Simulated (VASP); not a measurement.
Wanted: the native input for a VASP 6.6.1 run.

```yaml
Task: relaxation of cell and atoms
Functional: PBE
Potentials_or_basis: VASP PAW PBE potentials, release 64 (K_sv, Hf_pv, O)
Cutoff: 600 eV
k_mesh: 6 × 6 × 4
Occupations: gaussian, width 0.1 eV
Spin: no spin polarisation
Dipole_correction: no
Further_INCAR_settings: ALGO = Normal; EDIFF = 1e-07; IBRION = 2; EDIFFG = -0.04; NSW = 90; ISIF = 3
```

The structure of KHf2O2 lies in POSCAR:

```
KHf2O2
1.0
    4.2469406700      0.0000000000      0.0000000000
   -2.1234703300      3.6779585100      0.0000000000
    0.0000000000      0.0000000000      6.1006645600
K Hf O
1 2 2
Direct
    0.0000000000      0.0000000000      0.5000000000
    0.3333333300      0.6666666700      0.5000000000
    0.6666666700      0.3333333300      0.5000000000
    0.0000000000      0.0000000000      0.7953184400
    0.0000000000      0.0000000000      0.2046815600
```

These files were run (other wordings do the same):

INCAR

```
PREC = Accurate
ENCUT = 600
EDIFF = 1E-7
ISMEAR = 0
SIGMA = 0.1
LREAL = F
LASPH = T
NELM = 80
ALGO = Normal
ISIF = 3
LWAVE = F
LCHARG = F
GGA = PE
IBRION = 2
NSW = 90
EDIFFG = -0.04
```

KPOINTS

```
Automatic mesh
0
Gamma
  6 6 4
```

Potentials or basis: VASP PAW PBE potentials, release 64 (K_sv, Hf_pv, O).

The run is started by

```bash
$ cat potpaw_PBE.64/K_sv/POTCAR potpaw_PBE.64/Hf_pv/POTCAR potpaw_PBE.64/O/POTCAR > POTCAR
$ mpirun -np 1 vasp_std > vasp.out
```

Results of the run:

```yaml
Relaxed_volume: 29.42 Å³/atom
Relaxed_cell: a = 5.320 Å, b = 5.320 Å, c = 6.000 Å, α = 90.00°, β = 90.00°, γ = 120.00°
Space_group_after_relaxing_to_0.05_Å: P6/mmm (No. 191)
Energy_gained_by_relaxing: 1893.8 meV/atom
Ionic_steps: 35
Pressure_after_relaxing: 0.1 GPa
Largest_force_after_relaxing: 0.020 eV/Å
```

Caveat: the volume moved by over 15 % at a fixed basis, so the end points are rough; an odd number of electrons without spin polarisation forces a metal; a magnetic or distorted state may lie lower.

Run time: 49 min on 1 thread of Intel(R) Xeon(R) Platinum 8375C CPU @ 2.90GHz (Ice Lake), with other jobs on the host, peak memory 0.3 GiB.
